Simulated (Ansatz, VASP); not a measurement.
## Two plane-wave programs on Pt

```
Pt
1.0
     0.00000    1.96090    1.96090
     1.96090    0.00000    1.96090
     1.96090    1.96090    0.00000
Pt
1
Direct
  0.00000 0.00000 0.00000
```

Alike in both runs: task relaxation of cell and atoms; functional PBE; k mesh 13 × 13 × 13; no spin polarisation.

|  | VASP | Ansatz |
| --- | --- | --- |
| version | VASP 6.6.1 | Ansatz 0.2.0 |
| potentials or method | VASP PAW PBE potentials, release 64 (Pt) | plane waves, PAW |
| plane-wave cutoff (eV) | 600 | 420 |
| occupations | methfessel-paxton of order 1, width 0.1 eV | cold |
| valence electrons in the cell | 10 | 18 |

VASP gave:

- relaxed volume (Å³/atom): 15.62
- relaxed cell length with the largest relative difference (Å): 2.806

Problem. Estimate Ansatz's values.

Solution. Relaxed volume (Å³/atom): 15.63; relaxed cell length with the largest relative difference (Å): 2.807.

VASP's potentials hold 10 valence electrons a cell and Ansatz's 18, so a difference there can come from the potentials and not from the codes. Ansatz's warnings: stress scf threshold loose.

Spin-orbit coupling is off throughout.
